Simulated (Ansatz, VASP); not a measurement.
One calculation of MgS, two programs

The input INCAR:

```
  PREC = Accurate
  ENCUT = 600
  EDIFF = 1E-6
  ISMEAR = -1
  SIGMA = 0.03
  LREAL = False
  LASPH = True
  NELM = 120
  ALGO = Normal
  ISIF = 2
  LWAVE = False
  LCHARG = False
  GGA = PE
  NBANDS = 11
  GGA_COMPAT = False
```

Contents of KPOINTS:

```
regular mesh
0
Gamma
  10 10 10
```

POSCAR

```
MgS
1.0
    0.0000000000      2.5797863613      2.5797863613
    2.5797863613      0.0000000000      2.5797863613
    2.5797863613      2.5797863613      0.0000000000
Mg S
1 1
Direct
    0.0000000000      0.0000000000      0.0000000000
    0.5000000000      0.5000000000      0.5000000000
```

Input for Ansatz:

```yaml
crystal:
  lattice:
    - [0.0, 2.5797863613, 2.5797863613]
    - [2.5797863613, 0.0, 2.5797863613]
    - [2.5797863613, 2.5797863613, 0.0]
  atoms:
    - { symbol: Mg, position: [0.0, 0.0, 0.0] }
    - { symbol: S, position: [0.5, 0.5, 0.5] }
kpoints:
  mp_grid: { grid: [10, 10, 10] }
scf:
  occupations: { method: fermi_dirac, width: 0.03 }
hamiltonian:
  xc: pbe
  pseudopotentials: { kind: all_electron, lapw: { basis_error: 0.00025 } }
output:
  forces: true
  stress: true
  eigenvalues: true
```

Change from the starting cell: volume scaled by 0.975.

Alike in both runs: task single point; functional PBE; k mesh 10 × 10 × 10; occupations fermi-dirac, width 0.03 eV; no spin polarisation.

```csv
,VASP,Ansatz
version,VASP 6.6.1,Ansatz 0.2.0
potentials or method,"VASP PAW PBE potentials, release 64 (Mg, S), cutoff 600 eV","all-electron LAPW, scalar-relativistic"
```

Ansatz gave:

* gap on the k mesh at the Fermi level (eV): 2.84
* pressure (GPa): 3.2

**Question.** Which values does VASP return?

**Answer.** gap on the k mesh at the Fermi level (eV): 2.83; pressure (GPa): 3.0.

Ansatz ran all-electron here, and VASP with PAW potentials.
